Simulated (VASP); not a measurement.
A run of VASP 6.6.1 is set up as follows.

Contents of INCAR:

```
SYSTEM = SnSe
  PREC = Accurate
  ENCUT = 520
  EDIFF = 1E-6
  ISMEAR = -5
  SIGMA = 0.1
  LREAL = .False.
  LASPH = .True.
  NELM = 100
  ALGO = Normal
  ISIF = 2
  LWAVE = .False.
  LCHARG = .False.
  GGA = PE
  NBANDS = 17
```

The input KPOINTS:

```
Automatic mesh
0
Gamma
  9 9 9
  0 0 0
```

Contents of POSCAR:

```
SnSe
1.0
    0.0000000000      3.0100000000      3.0100000000
    3.0100000000      0.0000000000      3.0100000000
    3.0100000000      3.0100000000      0.0000000000
Sn Se
1 1
Direct
    0.0000000000      0.0000000000      0.0000000000
    0.5000000000      0.5000000000      0.5000000000
```

Potentials or basis: VASP PAW PBE potentials, release 64 (Sn_d, Se).

The run is started by

```sh
$ cat potpaw_PBE.64/Sn_d/POTCAR potpaw_PBE.64/Se/POTCAR > POTCAR
$ mpirun -np 1 vasp_std > vasp.out
```

Problem. Estimate the pressure.

Solution. 1.0 GPa.
